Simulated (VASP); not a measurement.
AlCo (CsCl type): single point with PBE

AlCo (CsCl type):

```xyz
2
Lattice="2.7334 0.0000 0.0000 0.0000 2.7334 0.0000 0.0000 0.0000 2.7334" Properties=species:S:1:pos:R:3 pbc="T T T"
Co    0.0000    0.0000    0.0000
Al    1.3667    1.3667    1.3667
```

This cell differs from its parent crystal: volume scaled by 0.88.

* Program: VASP 6.6.1
* Task: single point
* Functional: PBE
* Potentials or basis: VASP PAW PBE potentials, release 64 (Co, Al)
* Cutoff: 520 eV
* k mesh: 14 × 14 × 14
* Occupations: fermi-dirac, width 0.08 eV
* Spin: no spin polarisation
* Dipole correction: no
* Further INCAR settings: ALGO = Normal; EDIFF = 1e-06; NBANDS = 13

* Pressure: 29.9 GPa
* Band gap on the k mesh: zero (band 6 reaches 14.75 eV, above the bottom of band 7 at 12.08 eV)

Levels at points of the mesh, in eV from the Fermi level:
| k point | band 3 | band 4 | band 5 | band 6 | band 7 | band 8 | band 9 | band 10 |
| --- | --- | --- | --- | --- | --- | --- | --- | --- |
| (0.00, 0.00, 0.00) | -3.57 | -1.00 | -1.00 | -1.00 | 6.64 | 6.64 | 6.64 | 9.27 |
| (0.50, 0.00, 0.00) | -2.85 | -2.02 | -2.02 | -0.86 | 0.26 | 8.55 | 11.35 | 11.35 |
| (0.50, 0.50, 0.00) | -2.93 | -2.93 | -1.81 | -1.81 | -0.27 | 2.84 | 4.24 | 14.27 |
| (0.50, 0.50, 0.50) | -4.56 | -0.22 | -0.22 | 2.40 | 2.40 | 2.40 | 5.35 | 6.05 |

It took 34 s on 1 thread of Intel Xeon 8259CL, on a shared host, peak memory 0.15 GiB.

 Spin polarisation is off, so any magnetic state and its effect on volume and gap are missing.
